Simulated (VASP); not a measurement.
A run of VASP 6.6.1:

File INCAR:

```
SYSTEM = Zn4S
PREC = Accurate ; ENCUT = 600
EDIFF = 1E-6 ; ISMEAR = 0
SIGMA = 0.1 ; LREAL = .FALSE.
LASPH = .TRUE. ; NELM = 80
ALGO = Normal ; ISIF = 3
LWAVE = .FALSE. ; LCHARG = .FALSE.
GGA = PE ; IBRION = 2
NSW = 90 ; EDIFFG = -0.04
```

KPOINTS

```
Automatic mesh
0
G
  4 4 4
  0 0 0
```

File POSCAR:

```
Zn4S
1.0
    4.5370278500      0.0000000000      0.0000000000
    0.0000000000      4.5370278500      0.0000000000
    0.0000000000      0.0000000000      4.5370278500
Zn S
4 1
Direct
    0.3080354700      0.3080354700      0.3080354700
    0.6919645300      0.6919645300      0.3080354700
    0.6919645300      0.3080354700      0.6919645300
    0.3080354700      0.6919645300      0.6919645300
    0.0000000000      0.0000000000      0.0000000000
```

Potentials or basis: VASP PAW PBE potentials, release 64 (Zn, S).

Command:

```console
$ cat potpaw_PBE.64/Zn/POTCAR potpaw_PBE.64/S/POTCAR > POTCAR
$ mpirun -np 1 vasp_std > vasp.out
```

Hardware: 1 thread of Intel(R) Xeon(R) Platinum 8259CL CPU @ 2.50GHz (Skylake/Cascade Lake), with other jobs on the host.

Q: Estimate the wall time of this run.

A: Wall time 78 s on 1 thread of Intel(R) Xeon(R) Platinum 8259CL CPU @ 2.50GHz (Skylake/Cascade Lake), on a shared host, peak memory 0.22 GiB. Counts: scf iterations 37, k points 10, ion steps 4.
